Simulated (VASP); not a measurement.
TaSb (rocksalt type), 2 atoms in the cell. The structure is cubic, space group Fm-3m (No. 225). Conventional cell: a = 5.144 Å, b = 5.144 Å, c = 5.144 Å, α = 90.00°, β = 90.00°, γ = 90.00°. Ta (site symmetry m-3m) has 6 Sb at 2.57 Å within 3.4 Å. Within 3.4 Å of Sb (site symmetry m-3m) lie 6 Ta at 2.57 Å. 

```yaml
Program: VASP 6.6.1
Task: single point
Functional: LDA
Potentials_or_basis: VASP PAW LDA potentials, release 64 (Ta_pv, Sb)
Cutoff: 520 eV
k_mesh: 13 × 13 × 13
Occupations: fermi-dirac, width 0.05 eV
Spin: no spin polarisation
Dipole_correction: no
Further_INCAR_settings: ALGO = Normal; EDIFF = 1e-06; NBANDS = 15
```

Potentials or basis: VASP PAW LDA potentials, release 64 (Ta_pv, Sb).

The run is started by

```sh
$ cat potpaw_LDA.64/Ta_pv/POTCAR potpaw_LDA.64/Sb/POTCAR > POTCAR
$ mpirun -np 1 vasp_std > vasp.out
```

Hardware: 1 thread of Intel(R) Xeon(R) 6975P-C (Granite Rapids), on a shared host.

**Question.** How long does it take, and how much memory?

**Answer.** Wall time 15 s on 1 thread of Intel(R) Xeon(R) 6975P-C (Granite Rapids) (shared host), peak memory 0.17 GiB. Counts: scf iterations 11, k points 84.
